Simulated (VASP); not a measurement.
# ZrB2 (scan) (P6/mmm) in VASP: further runs

ZrB2 (scan) is run at these levels: r2SCAN; tasks: single point, relaxation of cell and atoms.

Program: VASP 6.6.1. These are calculated values, not measurements. Logs are shortened: lines on timing, memory, paths and dates and some standing lists are left out, and cuts for length are marked.

## (1) The cell of the first run

It takes space group P6/mmm (No. 191, hexagonal). Conventional cell: a = 3.167 Å, b = 3.167 Å, c = 3.552 Å, α = 90.00°, β = 90.00°, γ = 120.00°. Zr (site symmetry 6/mmm) has 12 B at 2.55 Å and 6 Zr at 3.17 Å within 3.4 Å. B (site symmetry -6m2) has 3 B at 1.83 Å within 2.4 Å.

## (2) Single point, r2SCAN

Contents of POSCAR:

```
ZrB2
1.0
    3.1673056646      0.0000000000      0.0000000000
   -1.5836528323      2.7429671671      0.0000000000
    0.0000000000      0.0000000000      3.5515364550
Zr B
1 2
Direct
    0.0000000000      0.0000000000      0.0000000000
    0.3333333333      0.6666666667      0.5000000000
    0.6666666667      0.3333333333      0.5000000000
```

Contents of INCAR.step1:

```
PREC = Accurate
ENCUT = 520
ISMEAR = 0
SIGMA = 0.1
LREAL = False
LASPH = True
NELM = 100
NBANDS = 16
GGA = PE
ALGO = Normal
EDIFF = 1E-4
LWAVE = True
LCHARG = False
```

Contents of INCAR.step2:

```
PREC = Accurate
ENCUT = 520
EDIFF = 1E-7
ISMEAR = 0
SIGMA = 0.1
LREAL = False
LASPH = True
NELM = 100
ALGO = Normal
ISIF = 2
LWAVE = False
LCHARG = False
METAGGA = R2SCAN
LMIXTAU = True
NBANDS = 16
ISTART = 1
```

Contents of KPOINTS:

```
regular mesh
0
Gamma
  15 15 12
```

Potentials or basis: VASP PAW PBE potentials, release 64 (Zr_sv, B).

Launch:

```
$ cat potpaw_PBE.64/Zr_sv/POTCAR potpaw_PBE.64/B/POTCAR > POTCAR
$ cp INCAR.step1 INCAR
$ mpirun -np 1 vasp_std > vasp.out
$ cp INCAR.step2 INCAR
$ mpirun -np 1 vasp_std > vasp.out
```

OUTCAR:

```text
PREC = Accurate
   ENCUT = 520
   EDIFF = 1E-7
   ISMEAR = 0
   LREAL = False
   LASPH = True
   NELM = 100
   ISIF = 2
   METAGGA = R2SCAN
   ISTART = 1

 ion  position               nearest neighbor table
   1  0.000  0.000  0.000-   2 2.55   3 2.55   2 2.55   3 2.55   3 2.55   3 2.55   2 2.55   2 2.55
                             3 2.55   3 2.55   2 2.55   2 2.55
   2  0.333  0.667  0.500-   3 1.83   3 1.83   3 1.83   1 2.55   1 2.55   1 2.55   1 2.55   1 2.55
                             1 2.55
   3  0.667  0.333  0.500-   2 1.83   2 1.83   2 1.83   1 2.55   1 2.55   1 2.55   1 2.55   1 2.55
                             1 2.55

  LATTYP: Found a hexagonal cell.
 ALAT       =     3.1673056646
 C/A-ratio  =     1.1213115598

  Lattice vectors:

 A1 = (   3.1673056646,   0.0000000000,   0.0000000000)
 A2 = (  -1.5836528323,   2.7429671671,   0.0000000000)
 A3 = (   0.0000000000,   0.0000000000,   3.5515364550)

Analysis of symmetry for initial positions (statically):
=====================================================================
 Subroutine PRICEL returns:
 Original cell was already a primitive cell.

 Routine SETGRP: Setting up the symmetry group for a
 hexagonal supercell.

 Subroutine GETGRP returns: Found 24 space group operations
 (whereof 24 operations were pure point group operations)
 out of a pool of 24 trial point group operations.

The static configuration has the point symmetry D_6h.

Analysis of symmetry for dynamics (positions and initial velocities):
=====================================================================
 Subroutine PRICEL returns:
 Original cell was already a primitive cell.

 Routine SETGRP: Setting up the symmetry group for a
 hexagonal supercell.

 Subroutine GETGRP returns: Found 24 space group operations
 (whereof 24 operations were pure point group operations)
 out of a pool of 24 trial point group operations.

The dynamic configuration has the point symmetry D_6h.

 Subroutine INISYM returns: Found 24 space group operations
 (whereof 24 operations are pure point group operations),
 and found     1 'primitive' translations

----------------------------------------------------------------------------------------

                                     Primitive cell

  volume of cell :      30.8551

  direct lattice vectors                    reciprocal lattice vectors
     3.167305665  0.000000000  0.000000000     0.315725764  0.182284355  0.000000000
    -1.583652832  2.742967167  0.000000000     0.000000000  0.364568709  0.000000000
     0.000000000  0.000000000  3.551536455     0.000000000  0.000000000  0.281568277

  length of vectors
     3.167305665  3.167305665  3.551536455     0.364568709  0.364568709  0.281568277

  position of ions in fractional coordinates (direct lattice)
     0.000000000  0.000000000  0.000000000
     0.333333333  0.666666667  0.500000000
     0.666666667  0.333333333  0.500000000

  ion indices of the primitive-cell ions
   primitive index   ion index
                 1           1
                 2           2
                 3           3

----------------------------------------------------------------------------------------

 KPOINTS: regular mesh

Automatic generation of k-mesh.
 Grid dimensions read from file:
 generate k-points for:   15   15   12

 Generating k-lattice:

  Cartesian coordinates                     Fractional coordinates (reciprocal lattice)
     0.021048384  0.012152290  0.000000000     0.066666667  0.000000000  0.000000000
     0.000000000  0.024304581  0.000000000     0.000000000  0.066666667  0.000000000
     0.000000000  0.000000000  0.023464023     0.000000000  0.000000000  0.083333333

  Length of vectors
     0.024304581  0.024304581  0.023464023

  Shift w.r.t. Gamma in fractional coordinates (k-lattice)
     0.000000000  0.000000000  0.000000000

 Subroutine IBZKPT returns following result:
 ===========================================

 Found    189 irreducible k-points:

 Following reciprocal coordinates:
            Coordinates               Weight
  0.000000  0.000000  0.000000      1.000000
  0.066667  0.000000  0.000000      6.000000
  0.133333  0.000000  0.000000      6.000000
  0.200000  0.000000  0.000000      6.000000
  0.266667  0.000000  0.000000      6.000000
  0.333333  0.000000  0.000000      6.000000
[... 16 lines left out ...]
  0.333333  0.200000  0.000000     12.000000
  0.400000  0.200000  0.000000      6.000000
 [... further k-points ...]
   k-points           NKPTS =    189   k-points in BZ     NKDIM =    189   number of bands    NBANDS=     16
   number of dos      NEDOS =    301   number of ions     NIONS =      3
   total plane-waves  NPLWV =  16128
   dimension x,y,z NGX =    24 NGY =   24 NGZ =   28
   dimension x,y,z NGXF=    48 NGYF=   48 NGZF=   56
   ions per type =               1   2
   NGX,Y,Z   is equivalent  to a cutoff of  12.60, 12.60, 13.11 a.u.
   NGXF,Y,Z  is equivalent  to a cutoff of  25.19, 25.19, 26.21 a.u.
 SYSTEM =  unknown system
   PREC   = accura    normal or accurate (medium, high low for compatibility)
   ISTART =      1    job   : 0-new  1-cont  2-samecut
   ICHARG =      0    charge: 1-file 2-atom 10-const
   ISPIN  =      1    spin polarized calculation?
   LNONCOLLINEAR =      F non collinear calculations
   LSORBIT =      F    spin-orbit coupling
   LASPH  =      T    aspherical Exc in radial PAW
   ENCUT  =  520.0 eV  38.22 Ry    6.18 a.u.   5.89  5.89  6.60*2*pi/ulx,y,z
   NELM   =    100;   NELMIN=  2; NELMDL=  0     # of ELM steps
   EDIFF  = 0.1E-06   stopping-criterion for ELM
   LREAL  =      F    real-space projection
   EDIFFG = 0.1E-05   stopping-criterion for IOM
   NSW    =      0    number of steps for IOM
   IBRION =     -1    ionic relax: 0-MD 1-quasi-New 2-CG
   NFREE  =      0    steps in history (QN), initial steepest desc. (CG)
   ISIF   =      2    stress and relaxation
   ISYM   =      2    0-nonsym 1-usesym 2-fastsym
   POTIM  = 0.5000    time-step for ionic-motion
   TEBEG  =    0.0;   TEEND  =   0.0 temperature during run
   PSTRESS=    0.0 pullay stress
   NELECT =      18.0000    total number of electrons
   NUPDOWN=      -1.0000    fix difference up-down
   EMIN   =  10.00;   EMAX   =-10.00  energy-range for DOS
   EFERMI =   0.00;   METHOD = LEGACY
   ISMEAR =     0;   SIGMA  =   0.10  broadening in eV -4-tet -1-fermi 0-gaus
   EFERMI_NEDOS =   21; number of points for ismear=-14 and -15
   IALGO  =     38    algorithm
   IMIX   =      4    mixing-type and parameters
     AMIX     =   0.40;   BMIX     =  1.00
     AMIX_MAG =   1.60;   BMIX_MAG =  1.00
  volume/ion in A,a.u.               =      10.29        69.41
  Fermi-wavevector in a.u.,A,eV,Ry     =   1.367907  2.584970 25.458824  1.871171
  Thomas-Fermi vector in A             =   2.493918
   LORBIT       =      0    0 simple, 1 ext, 2 COOP (PROOUT), +10 PAW based schemes
   METAGGA = R2SCAN    functional components
   LHFCALC =     F    Hartree Fock is set to
   AEXX    =    0.0000 exact exchange contribution
   IVDW    =     0    specifies the selected vdW correction
   LEPSILON=     F    determine dielectric tensor
   LRPA    =     F    only Hartree local field effects (RPA)
 non-spin polarized calculation
 Gauss-broadening in eV      SIGMA  =   0.10
  energy-cutoff  :      520.00
  volume of cell :       30.86
 maximum number of plane-waves:       852
 NGX is ok and might be reduce to    24
   NGX = 11   NGY = 11   NGZ = 13

 number of electron      18.0000000 magnetization

 Free energy of the ion-electron system (eV)
  ---------------------------------------------------
  ext. energy  EPLUGINS =         0.00000000
  ---------------------------------------------------
  free energy    TOTEN  =       -40.63825727 eV

  energy without entropy =      -40.63727372  energy(sigma->0) =      -40.63776550

 E-fermi :  10.6048     XC(G=0): -13.3550

 val. band max:       10.6018476958   @ k =   0.0667   0.0667   0.4167
 cond. band min:      10.6529698654   @ k =   0.1333   0.1333   0.2500
 fundamental gap:      0.0511221697
 Fermi energy:        10.6048103377

 k-point     1 :       0.0000    0.0000    0.0000
  band No.  band energies     occupation
      1     -39.8230      2.00000
      2     -17.3203      2.00000
      3     -16.7376      2.00000
      4     -16.7376      2.00000
      5      -3.0253      2.00000
      6       7.8695      2.00000
[... 8 lines left out ...]
     15      15.9774      0.00000
     16      15.9774      0.00000

 k-point     2 :       0.0667    0.0000    0.0000
  band No.  band energies     occupation
      1     -39.8177      2.00000
      2     -17.3123      2.00000
      3     -16.7838      2.00000
      4     -16.7474      2.00000
      5      -2.9306      2.00000
      6       7.5701      2.00000
[... 8 lines left out ...]
     15      16.4190      0.00000
     16      16.6621      0.00000

 k-point     3 :       0.1333    0.0000    0.0000
  band No.  band energies     occupation
      1     -39.8025      2.00000
      2     -17.2898      2.00000
      3     -16.9123      2.00000
      4     -16.7751      2.00000
      5      -2.6538      2.00000
      6       6.8171      2.00000
[... 8 lines left out ...]
     15      17.1421      0.00000
     16      17.8912      0.00000

 k-point     4 :       0.2000    0.0000    0.0000
  band No.  band energies     occupation
      1     -39.7800      2.00000
      2     -17.2564      2.00000
      3     -17.0969      2.00000
      4     -16.8155      2.00000
      5      -2.2131      2.00000
      6       5.8464      2.00000
[... 8 lines left out ...]
     15      17.7688      0.00000
     16      18.6072      0.00000
[... 324 lines left out ...]
 k-point    22 :       0.2667    0.2000    0.0000
  band No.  band energies     occupation
      1     -39.7046      2.00000
      2     -17.5362      2.00000
      3     -17.1442      2.00000
      4     -17.0996      2.00000
      5      -0.0273      2.00000
      6       3.4156      2.00000
[... 8 lines left out ...]
     15      18.8089      0.00000
     16      20.8132      0.00000

 k-point    23 :       0.3333    0.2000    0.0000
  band No.  band energies     occupation
      1     -39.6920      2.00000
      2     -17.5908      2.00000
      3     -17.1619      2.00000
      4     -17.1254      2.00000
      5       0.7972      2.00000
      6       2.5793      2.00000
[... 8 lines left out ...]
     15      19.8879      0.00000
     16      20.8614      0.00000

 k-point    24 :       0.4000    0.2000    0.0000
  band No.  band energies     occupation
      1     -39.6875      2.00000
      2     -17.6092      2.00000
      3     -17.1848      2.00000
      4     -17.1187      2.00000
      5       1.6604      2.00000
      6       1.7027      2.00000
[... 8 lines left out ...]
     15      20.4175      0.00000
     16      20.5819      0.00000

 [... further k-points ...]

------------------------ aborting loop because EDIFF is reached ----------------------------------------

  FORCE on cell =-STRESS in cart. coord.  units (eV):
  Direction    XX          YY          ZZ          XY          YZ          ZX
  --------------------------------------------------------------------------------------
  -------------------------------------------------------------------------------------
  Total        0.0133193      0.0133193      0.0186074      0.0000000      0.0000000      0.0000000
  in kB        0.6916148      0.6916148      0.9662071      0.0000000      0.0000000      0.0000000
  external PRESSURE =       0.7831455 kB  Pullay stress =       0.0000000 kB

 VOLUME and BASIS-vectors are now :
 -----------------------------------------------------------------------------
  energy-cutoff  :      520.00
  volume of cell :       30.86
      direct lattice vectors                 reciprocal lattice vectors
     3.167305665  0.000000000  0.000000000     0.315725764  0.182284355  0.000000000
    -1.583652832  2.742967167  0.000000000     0.000000000  0.364568709  0.000000000
     0.000000000  0.000000000  3.551536455     0.000000000  0.000000000  0.281568277

 POSITION                                       TOTAL-FORCE (eV/Angst)
 -----------------------------------------------------------------------------------
      0.00000      0.00000      0.00000         0.000000      0.000000      0.000000
     -0.00000      1.82864      1.77577         0.000000      0.000000      0.000000
      1.58365      0.91432      1.77577        -0.000000     -0.000000      0.000000
 -----------------------------------------------------------------------------------
    total drift:                               -0.000000      0.000000     -0.000000

  FREE ENERGIE OF THE ION-ELECTRON SYSTEM (eV)
  ---------------------------------------------------
  free  energy   TOTEN  =       -40.6382572722 eV

  energy  without entropy=      -40.6372737232  energy(sigma->0) =      -40.63776550
```

Run time: 1.8 min. Hardware: 1 thread of Intel Xeon 6975P-C (Granite Rapids), shared host; peak memory 0.21 GiB.

Results:

```
Free energy            : -40.6383 eV
Pressure               : 0.1 GPa
Band gap on the k mesh : zero (band 9 reaches 11.47 eV, above the bottom of band 10 at 10.36 eV)
```

Caveat: the PAW data sets were made with another functional, which shifts forces and pressure a little.

## (3) Relaxation of cell and atoms, r2SCAN

This run uses another cell than the first one, of 10.25 Å³/atom, 0.996 times its volume.

Contents of POSCAR:

```
ZrB2
1.0
    3.1700000000      0.0000000000      0.0000000000
   -1.5850000000      2.7453005300      0.0000000000
    0.0000000000      0.0000000000      3.5330000000
Zr B
1 2
Direct
    0.0000000000      0.0000000000      0.0000000000
    0.3333333333      0.6666666667      0.5000000000
    0.6666666667      0.3333333333      0.5000000000
```

Contents of INCAR.step1:

```
SYSTEM = ZrB2
PREC = Accurate
ENCUT = 600
ISMEAR = 0
SIGMA = 0.1
LREAL = .False.
LASPH = .True.
NELM = 100
GGA = PE
ALGO = Normal
EDIFF = 1E-4
LWAVE = .True.
LCHARG = .False.
```

Contents of INCAR.step2:

```
SYSTEM = ZrB2
PREC = Accurate
ENCUT = 600
EDIFF = 1E-7
ISMEAR = 0
SIGMA = 0.1
LREAL = .False.
LASPH = .True.
NELM = 100
ALGO = Normal
ISIF = 3
LWAVE = .False.
LCHARG = .False.
METAGGA = R2SCAN
LMIXTAU = .True.
IBRION = 2
NSW = 100
EDIFFG = -0.002
ISTART = 1
```

Contents of KPOINTS:

```
regular mesh
0
Gamma
  15 15 12
  0 0 0
```

Potentials or basis: VASP PAW PBE potentials, release 64 (Zr_sv, B).

Launch:

```
$ cat potpaw_PBE.64/Zr_sv/POTCAR potpaw_PBE.64/B/POTCAR > POTCAR
$ cp INCAR.step1 INCAR
$ mpirun -np 1 vasp_std > vasp.out
$ cp INCAR.step2 INCAR
$ mpirun -np 1 vasp_std > vasp.out
```

Run time: 9.9 min. Hardware: 1 thread of Intel Xeon 6975P-C (Granite Rapids), shared host; peak memory 0.25 GiB.

The run converged. Its results:

```yaml
Free_energy: -40.6386 eV
Relaxed_volume: 10.29 Å³/atom
Relaxed_cell: a = 3.167 Å, b = 3.167 Å, c = 3.552 Å, α = 90.00°, β = 90.00°, γ = 120.00°
Space_group_after_relaxing_to_0.05_Å: P6/mmm (No. 191)
Energy_gained_by_relaxing: 0.4 meV/atom
Ionic_steps: 5
Pressure_after_relaxing: 0.0 GPa
Band_gap_on_the_k_mesh: zero (band 9 reaches 11.47 eV, above the bottom of band 10 at 10.35 eV)
```

Step by step:
```tsv
step	energy change (eV)	largest force (eV/Å)	pressure (GPa)	volume (Å³)
1	0.0000	0.0000	0.84	30.75
2	-0.0007	0.0000	-0.96	30.99
3	-0.0010	0.0000	-0.37	30.91
4	-0.0011	0.0000	0.19	30.84
5	-0.0011	0.0000	0.00	30.86
```

Final structure:
```cif
data_structure
_symmetry_space_group_name_H-M 'P 1'
_symmetry_Int_Tables_number 1
_cell_length_a 3.1675
_cell_length_b 3.1675
_cell_length_c 3.5521
_cell_angle_alpha 90.000
_cell_angle_beta 90.000
_cell_angle_gamma 120.000
_cell_volume 30.86
loop_
_atom_site_label
_atom_site_type_symbol
_atom_site_fract_x
_atom_site_fract_y
_atom_site_fract_z
_atom_site_occupancy
Zr1 Zr 0.00000 0.00000 0.00000 1
B1 B 0.33333 0.66667 0.50000 1
B2 B 0.66667 0.33333 0.50000 1
```

Levels at points of the mesh, in eV from the Fermi level:
| k point | band 5 | band 6 | band 7 | band 8 | band 9 | band 10 | band 11 | band 12 | band 13 |
| --- | --- | --- | --- | --- | --- | --- | --- | --- | --- |
| (0.00, 0.00, 0.00) | -13.63 | -2.73 | -2.73 | -2.68 | -2.66 | 3.60 | 3.60 | 4.36 | 4.36 |
| (0.00, 0.00, 0.50) | -11.59 | -7.41 | -1.03 | -1.03 | 0.42 | 0.42 | 0.85 | 0.85 | 1.88 |

Caveat: the PAW data sets were made with another functional, which shifts forces and pressure a little.
